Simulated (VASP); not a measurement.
# GaN (P6_3mc) in VASP: a series of runs

The runs below take GaN through relaxation of cell and atoms, single point, with PBEsol.

Everything below comes from runs of VASP 6.6.1. Logs are shortened: lines on timing, memory, paths and dates and some standing lists are left out, and cuts for length are marked.

**1. The cell of the first run**

The structure is hexagonal, space group P6_3mc (No. 186). The conventional cell has a = 3.183 Å, b = 3.183 Å, c = 5.185 Å, α = 90.00°, β = 90.00°, γ = 120.00°. Ga (site symmetry 3m) has 4 N at 1.95 Å within 2.6 Å. N (site symmetry 3m) has 4 Ga at 1.95 Å within 2.6 Å.

**2. Relaxation of cell and atoms, PBEsol, target pressure 4 GPa, at which the enthalpy is minimised**

Input file INCAR:

```
PREC     = Accurate       # precision mode
ENCUT    = 600            # plane-wave cutoff, eV
EDIFF    = 1E-6           # SCF threshold, eV
ISMEAR   = 0              # smearing method
SIGMA    = 0.01           # smearing width, eV
LREAL    = False          # projectors in reciprocal space
LASPH    = True           # aspherical terms in the spheres
NELM     = 80             # most SCF steps
ALGO     = Normal         # electronic algorithm
ISIF     = 3              # what is computed and relaxed
LWAVE    = False          # write WAVECAR
LCHARG   = False          # write CHGCAR
GGA      = PS             # functional
IBRION   = 2              # ionic algorithm
NSW      = 100            # ionic steps
EDIFFG   = -0.002         # ionic threshold
PSTRESS  = 40.0
```

Input file KPOINTS:

```
Automatic mesh
0
Gamma
  8 8 4
```

Input file POSCAR:

```
GaN
1.0
    3.1825860146      0.0000000000      0.0000000000
   -1.5912930073      2.7562003384      0.0000000000
    0.0000000000      0.0000000000      5.1854291207
Ga N
2 2
Direct
    0.3333333333      0.6666666667     -0.0008064438
    0.6666666667      0.3333333333      0.4991935562
    0.3333333333      0.6666666667      0.3758064438
    0.6666666667      0.3333333333      0.8758064438
```

Potentials or basis: VASP PAW PBE potentials, release 64 (Ga_d, N).

Run with:

```console
cat potpaw_PBE.64/Ga_d/POTCAR potpaw_PBE.64/N/POTCAR > POTCAR
mpirun -np 1 vasp_std > vasp.out
```

OUTCAR:

```text
PREC = Accurate
   ENCUT = 600
   EDIFF = 1E-6
   ISMEAR = 0
   LREAL = False
   LASPH = True
   NELM = 80
   ISIF = 3
   GGA = PS
   IBRION = 2
   NSW = 100
   EDIFFG = -0.002
   PSTRESS = 40.0

 ion  position               nearest neighbor table
   1  0.333  0.667  0.999-   4 1.95   4 1.95   4 1.95   3 1.95
   2  0.667  0.333  0.499-   3 1.95   3 1.95   3 1.95   4 1.95
   3  0.333  0.667  0.376-   2 1.95   2 1.95   2 1.95   1 1.95
   4  0.667  0.333  0.876-   1 1.95   1 1.95   1 1.95   2 1.95

  LATTYP: Found a hexagonal cell.
 ALAT       =     3.1825860146
 C/A-ratio  =     1.6293131111

  Lattice vectors:

 A1 = (   3.1825860146,   0.0000000000,   0.0000000000)
 A2 = (  -1.5912930073,   2.7562003384,   0.0000000000)
 A3 = (   0.0000000000,   0.0000000000,   5.1854291207)

Analysis of symmetry for initial positions (statically):
=====================================================================
 Subroutine PRICEL returns:
 Original cell was already a primitive cell.

 Routine SETGRP: Setting up the symmetry group for a
 hexagonal supercell.

 Subroutine GETGRP returns: Found 12 space group operations
 (whereof  6 operations were pure point group operations)
 out of a pool of 24 trial point group operations.

The static configuration has the point symmetry C_3v.
 The point group associated with its full space group is C_6v.

Analysis of symmetry for dynamics (positions and initial velocities):
=====================================================================
 Subroutine PRICEL returns:
 Original cell was already a primitive cell.

 Routine SETGRP: Setting up the symmetry group for a
 hexagonal supercell.

 Subroutine GETGRP returns: Found 12 space group operations
 (whereof  6 operations were pure point group operations)
 out of a pool of 24 trial point group operations.

The dynamic configuration has the point symmetry C_3v.
 The point group associated with its full space group is C_6v.

 Subroutine INISYM returns: Found 12 space group operations
 (whereof  6 operations are pure point group operations),
 and found     1 'primitive' translations

----------------------------------------------------------------------------------------

                                     Primitive cell

  volume of cell :      45.4858

  direct lattice vectors                    reciprocal lattice vectors
     3.182586015  0.000000000  0.000000000     0.314209890  0.181409164  0.000000000
    -1.591293007  2.756200338  0.000000000     0.000000000  0.362818329  0.000000000
     0.000000000  0.000000000  5.185429121     0.000000000  0.000000000  0.192848070

  length of vectors
     3.182586015  3.182586015  5.185429121     0.362818329  0.362818329  0.192848070

  position of ions in fractional coordinates (direct lattice)
     0.333333333  0.666666667  0.999193556
     0.666666667  0.333333333  0.499193556
     0.333333333  0.666666667  0.375806444
     0.666666667  0.333333333  0.875806444

  ion indices of the primitive-cell ions
   primitive index   ion index
                 1           1
                 2           2
                 3           3
                 4           4

----------------------------------------------------------------------------------------

 KPOINTS: Automatic mesh

Automatic generation of k-mesh.
 Grid dimensions read from file:
 generate k-points for:    8    8    4

 Generating k-lattice:

  Cartesian coordinates                     Fractional coordinates (reciprocal lattice)
     0.039276236  0.022676146  0.000000000     0.125000000  0.000000000  0.000000000
     0.000000000  0.045352291  0.000000000     0.000000000  0.125000000  0.000000000
     0.000000000  0.000000000  0.048212018     0.000000000  0.000000000  0.250000000

  Length of vectors
     0.045352291  0.045352291  0.048212018

  Shift w.r.t. Gamma in fractional coordinates (k-lattice)
     0.000000000  0.000000000  0.000000000

 Subroutine IBZKPT returns following result:
 ===========================================

 Found     30 irreducible k-points:

 Following reciprocal coordinates:
            Coordinates               Weight
  0.000000  0.000000  0.000000      1.000000
  0.125000  0.000000  0.000000      6.000000
  0.250000  0.000000  0.000000      6.000000
  0.375000  0.000000  0.000000      6.000000
  0.500000  0.000000  0.000000      3.000000
  0.125000  0.125000  0.000000      6.000000
[... 16 lines left out ...]
  0.250000  0.000000  0.500000      6.000000
  0.375000  0.000000  0.500000      6.000000
 [... further k-points ...]
   k-points           NKPTS =     30   k-points in BZ     NKDIM =     30   number of bands    NBANDS=     22
   number of dos      NEDOS =    301   number of ions     NIONS =      4
   total plane-waves  NPLWV =  32928
   dimension x,y,z NGX =    28 NGY =   28 NGZ =   42
   dimension x,y,z NGXF=    56 NGYF=   56 NGZF=   84
   ions per type =               2   2
   NGX,Y,Z   is equivalent  to a cutoff of  14.63, 14.63, 13.47 a.u.
   NGXF,Y,Z  is equivalent  to a cutoff of  29.25, 29.25, 26.93 a.u.
 SYSTEM =  unknown system
   PREC   = accura    normal or accurate (medium, high low for compatibility)
   ISTART =      0    job   : 0-new  1-cont  2-samecut
   ICHARG =      2    charge: 1-file 2-atom 10-const
   ISPIN  =      1    spin polarized calculation?
   LNONCOLLINEAR =      F non collinear calculations
   LSORBIT =      F    spin-orbit coupling
   LASPH  =      T    aspherical Exc in radial PAW
   ENCUT  =  600.0 eV  44.10 Ry    6.64 a.u.   6.36  6.36 10.36*2*pi/ulx,y,z
   NELM   =     80;   NELMIN=  2; NELMDL= -5     # of ELM steps
   EDIFF  = 0.1E-05   stopping-criterion for ELM
   LREAL  =      F    real-space projection
   EDIFFG = -.2E-02   stopping-criterion for IOM
   NSW    =    100    number of steps for IOM
   IBRION =      2    ionic relax: 0-MD 1-quasi-New 2-CG
   NFREE  =      1    steps in history (QN), initial steepest desc. (CG)
   ISIF   =      3    stress and relaxation
   ISYM   =      2    0-nonsym 1-usesym 2-fastsym
   POTIM  = 0.5000    time-step for ionic-motion
   TEBEG  =    0.0;   TEEND  =   0.0 temperature during run
   PSTRESS=   40.0 pullay stress
   NELECT =      36.0000    total number of electrons
   NUPDOWN=      -1.0000    fix difference up-down
   EMIN   =  10.00;   EMAX   =-10.00  energy-range for DOS
   EFERMI =   0.00;   METHOD = LEGACY
   ISMEAR =     0;   SIGMA  =   0.01  broadening in eV -4-tet -1-fermi 0-gaus
   EFERMI_NEDOS =   21; number of points for ismear=-14 and -15
   IALGO  =     38    algorithm
   IMIX   =      4    mixing-type and parameters
     AMIX     =   0.40;   BMIX     =  1.00
     AMIX_MAG =   1.60;   BMIX_MAG =  1.00
  volume/ion in A,a.u.               =      11.37        76.74
  Fermi-wavevector in a.u.,A,eV,Ry     =   1.514318  2.861646 31.200327  2.293159
  Thomas-Fermi vector in A             =   2.623992
   LORBIT       =      0    0 simple, 1 ext, 2 COOP (PROOUT), +10 PAW based schemes
   GGA     = PS    functional components
   LHFCALC =     F    Hartree Fock is set to
   AEXX    =    0.0000 exact exchange contribution
   IVDW    =     0    specifies the selected vdW correction
   LEPSILON=     F    determine dielectric tensor
   LRPA    =     F    only Hartree local field effects (RPA)
 conjugate gradient relaxation of ions
 non-spin polarized calculation
 Gauss-broadening in eV      SIGMA  =   0.01
  energy-cutoff  :      600.00
  volume of cell :       45.49
 maximum number of plane-waves:      1538
 NGX is ok and might be reduce to    28
   NGX = 13   NGY = 13   NGZ = 21

--------------------------------------- Ionic step        1  -------------------------------------------

 number of electron      35.9999996 magnetization

 Free energy of the ion-electron system (eV)
  ---------------------------------------------------
  ext. energy  EPLUGINS =         0.00000000
  ---------------------------------------------------
  free energy    TOTEN  =       -26.27160580 eV

  energy without entropy =      -26.27160580  energy(sigma->0) =      -26.27160580

------------------------ aborting loop because EDIFF is reached ----------------------------------------

  FORCE on cell =-STRESS in cart. coord.  units (eV):
  Direction    XX          YY          ZZ          XY          YZ          ZX
  --------------------------------------------------------------------------------------
  -------------------------------------------------------------------------------------
  Total       -0.1060715     -0.1060715     -0.1008327      0.0000000      0.0000000      0.0000000
  in kB       -3.7362310     -3.7362310     -3.5516999      0.0000000      0.0000000      0.0000000
  external PRESSURE =     -43.6747206 kB  Pullay stress =      40.0000000 kB
[... 99 lines left out ...]
  FREE ENERGIE OF THE ION-ELECTRON SYSTEM (eV)
  ---------------------------------------------------
  free  energy   TOTEN  =       -26.2606129960 eV

  energy  without entropy=      -26.2606129960  energy(sigma->0) =      -26.26061300

  enthalpy is  TOTEN    =       -25.1500294865 eV   P V=        1.1105835095

[... ionic steps 4 to 11 ...]

--------------------------------------- Ionic step       12  -------------------------------------------

 number of electron      35.9999991 magnetization

------------------------ aborting loop because EDIFF is reached ----------------------------------------

  FORCE on cell =-STRESS in cart. coord.  units (eV):
  Direction    XX          YY          ZZ          XY          YZ          ZX
  --------------------------------------------------------------------------------------
  -------------------------------------------------------------------------------------
  Total        1.1779349      1.1779349      1.1835266      0.0000000     -0.0000000      0.0000000
  in kB       42.4339218     42.4339218     42.6353578      0.0000000     -0.0000000      0.0000000
  external PRESSURE =       2.5010671 kB  Pullay stress =      40.0000000 kB
[... 65 lines left out ...]
  enthalpy is  TOTEN    =       -25.1500306199 eV   P V=        1.1107103739

--------------------------------------- Ionic step       14  -------------------------------------------

 number of electron      35.9999991 magnetization

 Free energy of the ion-electron system (eV)
  ---------------------------------------------------
  ext. energy  EPLUGINS =         0.00000000
  ---------------------------------------------------
  free energy    TOTEN  =       -26.26058751 eV

  energy without entropy =      -26.26058751  energy(sigma->0) =      -26.26058751

 E-fermi :   5.5396     XC(G=0): -12.0490

 val. band max:        5.4837122165   @ k =   0.0000   0.0000   0.0000
 cond. band min:       7.5255347770   @ k =   0.0000   0.0000   0.0000
 fundamental gap:      2.0418225605
 Fermi energy:         5.5395515454

 k-point     1 :       0.0000    0.0000    0.0000
  band No.  band energies     occupation
      1     -10.7312      2.00000
      2      -9.6879      2.00000
      3      -7.9442      2.00000
      4      -7.9275      2.00000
      5      -7.9275      2.00000
      6      -7.8601      2.00000
[... 574 lines left out ...]
      6      -7.7545      2.00000
[... 14 lines left out ...]
     21      13.3983      0.00000
     22      13.3983      0.00000

 [... further k-points ...]

------------------------ aborting loop because EDIFF is reached ----------------------------------------

  FORCE on cell =-STRESS in cart. coord.  units (eV):
  Direction    XX          YY          ZZ          XY          YZ          ZX
  --------------------------------------------------------------------------------------
  -------------------------------------------------------------------------------------
  Total        1.1089707      1.1089707      1.1128727      0.0000000      0.0000000      0.0000000
  in kB       39.9428977     39.9428977     40.0834392      0.0000000      0.0000000      0.0000000
  external PRESSURE =      -0.0102551 kB  Pullay stress =      40.0000000 kB
[... 19 lines left out ...]
  FREE ENERGIE OF THE ION-ELECTRON SYSTEM (eV)
  ---------------------------------------------------
  free  energy   TOTEN  =       -26.2605875069 eV

  energy  without entropy=      -26.2605875069  energy(sigma->0) =      -26.26058751

  enthalpy is  TOTEN    =       -25.1500314177 eV   P V=        1.1105560892

 reached required accuracy - stopping structural energy minimisation
```

It took 4.3 min on 1 thread of Intel Xeon Platinum 8488C (Sapphire Rapids), shared host; peak memory 0.2 GiB.

Results:

```
Free energy                                                : -26.2606 eV
Relaxed volume                                             : 11.12 Å³/atom
Relaxed cell                                               : a = 3.159 Å, b = 3.159 Å, c = 5.147 Å, α = 90.00°, β = 90.00°, γ = 120.00°
Space group after relaxing (to 0.1 Å)                      : P6_3mc (No. 186)
Energy change on relaxing (the run minimises the enthalpy) : +2.8 meV/atom
Ionic steps                                                : 14
Pressure after relaxing                                    : 4.0 GPa
Band gap on the k mesh                                     : 2.04 eV
```

The path:
```csv
step,energy change (eV),largest force (eV/Å),pressure (GPa),volume (Å³)
1,0.0000,0.0001,-0.37,45.49
2,0.0513,0.0104,8.94,43.48
3,0.0110,0.0048,4.07,44.48
4,0.0105,0.0047,3.61,44.50
5,0.0108,0.0009,4.02,44.49
6,0.0107,0.0017,3.93,44.50
7,0.0108,0.0012,4.03,44.49
8,0.0107,0.0015,3.96,44.49
9,0.0108,0.0007,3.93,44.49
10,0.0108,0.0034,3.98,44.49
11,0.0108,0.0002,3.94,44.49
12,0.0112,0.0021,4.25,44.48
13,0.0109,0.0002,3.79,44.49
14,0.0110,0.0014,4.00,44.48
```

Final structure:
```xyz
4
Lattice="3.1590 0.0000 0.0000 -1.5795 2.7357 0.0000 0.0000 0.0000 5.1472" Properties=species:S:1:pos:R:3 pbc="T T T"
Ga    0.0000    1.8238    5.1432
Ga    1.5795    0.9119    2.5696
N     0.0000    1.8238    1.9342
N     1.5795    0.9119    4.5078
```

Caveat: the cell is relaxed towards a set pressure, so the run minimises the enthalpy, not the energy; the PAW data sets were made with another functional, which shifts forces and pressure a little.

**3. Relaxation of cell and atoms, PBEsol, target pressure 7 GPa, at which the enthalpy is minimised**

Input file INCAR:

```
ALGO = Normal ; EDIFF = 1E-6
EDIFFG = -0.002 ; ENCUT = 600
GGA = PS ; IBRION = 2
ISIF = 3 ; ISMEAR = 0
LASPH = True ; LCHARG = False
LREAL = False ; LWAVE = False
NELM = 60 ; NSW = 100
PREC = Accurate ; PSTRESS = 70.0
SIGMA = 0.01
```

Input file KPOINTS:

```
k-points
0
Gamma
  8 8 4
```

POSCAR is that of step 2.

Potentials or basis: VASP PAW PBE potentials, release 64 (Ga_d, N).

Run with:

```console
cat potpaw_PBE.64/Ga_d/POTCAR potpaw_PBE.64/N/POTCAR > POTCAR
mpirun -np 1 vasp_std > vasp.out
```

It took 2.4 min on 1 thread of Intel Xeon Platinum 8488C (Sapphire Rapids), shared host; peak memory 0.2 GiB.

The run converged. Its results:

* Free energy: -26.2395 eV
* Relaxed volume: 10.97 Å³/atom
* Relaxed cell: a = 3.144 Å, b = 3.144 Å, c = 5.123 Å, α = 90.00°, β = 90.00°, γ = 120.00°
* Space group after relaxing (to 0.1 Å): P6_3mc (No. 186)
* Energy change on relaxing (the run minimises the enthalpy): +8.0 meV/atom
* Ionic steps: 7
* Pressure after relaxing: 7.0 GPa
* Band gap on the k mesh: 2.13 eV

The path:
```csv
step,energy change (eV),largest force (eV/Å),pressure (GPa),volume (Å³)
1,0.0000,0.0001,-0.37,45.49
2,0.1576,0.0184,16.42,42.13
3,0.0316,0.0077,6.87,43.88
4,0.0330,0.0079,7.08,43.84
5,0.0316,0.0023,6.80,43.88
6,0.0322,0.0026,7.03,43.86
7,0.0321,0.0003,7.00,43.86
```

Final structure:
```
Ga N
1.0
     3.14432    0.00000    0.00000
    -1.57216    2.72306    0.00000
     0.00000    0.00000    5.12297
Ga N
2 2
Direct
  0.33333 0.66667 0.99923
  0.66667 0.33333 0.49923
  0.33333 0.66667 0.37577
  0.66667 0.33333 0.87577
```

Levels at points of the mesh, in eV from the valence-band top:
```csv
k point,band 15,band 16,band 17,band 18,band 19,band 20,band 21,band 22
"(0.00, 0.00, 0.00)",-1.10,-0.05,0.00,0.00,2.13,4.45,9.32,10.03
"(0.50, 0.00, 0.00)",-4.44,-2.92,-2.37,-1.06,5.05,5.71,6.06,8.88
"(0.00, 0.00, 0.50)",-0.56,-0.56,-0.56,-0.56,4.45,4.45,8.57,8.57
"(0.50, 0.00, 0.50)",-2.07,-2.07,-2.00,-2.00,4.41,4.41,7.93,7.93
```

Caveat: the cell is relaxed towards a set pressure, so the run minimises the enthalpy, not the energy; the PAW data sets were made with another functional, which shifts forces and pressure a little.

**4. Relaxation of cell and atoms, PBEsol, target pressure 10 GPa, at which the enthalpy is minimised**

Input file INCAR:

```
SYSTEM = GaN
  ALGO = Normal
  EDIFF = 1E-7
  EDIFFG = -0.002
  ENCUT = 600
  GGA = PS
  IBRION = 2
  ISIF = 3
  ISMEAR = 0
  LASPH = .True.
  LCHARG = .False.
  LREAL = .False.
  LWAVE = .False.
  NELM = 100
  NSW = 100
  PREC = Accurate
  PSTRESS = 100.0
  SIGMA = 0.01
```

Input file KPOINTS:

```
k-points
0
Gamma
  8 8 4
  0 0 0
```

POSCAR is that of step 3.

Run with:

```console
cat potpaw_PBE.64/Ga_d/POTCAR potpaw_PBE.64/N/POTCAR > POTCAR
mpirun -np 1 vasp_std > vasp.out
```

Wall time 3.4 min (1 thread of Intel Xeon Platinum 8488C (Sapphire Rapids), shared host); peak memory 0.2 GiB.

It converged, with:

* Free energy: -26.2085 eV
* Relaxed volume: 10.82 Å³/atom
* Relaxed cell: a = 3.130 Å, b = 3.130 Å, c = 5.101 Å, α = 90.00°, β = 90.00°, γ = 120.00°
* Space group after relaxing (to 0.1 Å): P6_3mc (No. 186)
* Energy change on relaxing (the run minimises the enthalpy): +15.8 meV/atom
* Ionic steps: 11
* Pressure after relaxing: 10.0 GPa
* Band gap on the k mesh: 2.22 eV

The path:
```tsv
step	energy change (eV)	largest force (eV/Å)	pressure (GPa)	volume (Å³)
1	0.0000	0.0002	-0.39	45.49
2	0.3304	0.0276	25.40	40.80
3	0.0615	0.0108	9.87	43.30
4	0.0642	0.0111	10.09	43.26
5	0.0620	0.0034	9.85	43.29
6	0.0629	0.0029	10.01	43.28
7	0.0628	0.0020	9.97	43.28
8	0.0628	0.0029	9.96	43.28
9	0.0629	0.0030	9.98	43.28
10	0.0630	0.0003	10.01	43.28
11	0.0631	0.0007	10.00	43.28
```

Final structure:
```yaml
crystal:
  lattice:
    - [3.12997, 0.00000, 0.00000]
    - [-1.56499, 2.71064, 0.00000]
    - [0.00000, 0.00000, 5.10080]
  atoms:
    - { symbol: Ga, position: [0.33333, 0.66667, 0.99930] }
    - { symbol: Ga, position: [0.66667, 0.33333, 0.49930] }
    - { symbol: N, position: [0.33333, 0.66667, 0.37570] }
    - { symbol: N, position: [0.66667, 0.33333, 0.87570] }
```

Levels at points of the mesh, in eV from the valence-band top:
```
           k point  band 14  band 15  band 16  band 17  band 18  band 19  band 20  band 21  band 22
(0.00, 0.00, 0.00)    -1.11    -1.11    -0.05     0.00     0.00     2.22     4.54     9.40    10.11
(0.50, 0.00, 0.00)    -5.53    -4.51    -2.97    -2.41    -1.08     5.08     5.77     6.11     8.99
(0.00, 0.00, 0.50)    -3.98    -0.57    -0.57    -0.57    -0.57     4.54     4.54     8.64     8.64
(0.50, 0.00, 0.50)    -6.96    -2.10    -2.10    -2.04    -2.04     4.45     4.45     8.01     8.01
```

Caveat: the cell is relaxed towards a set pressure, so the run minimises the enthalpy, not the energy; the PAW data sets were made with another functional, which shifts forces and pressure a little.

(Continued in part 2 of 2.)
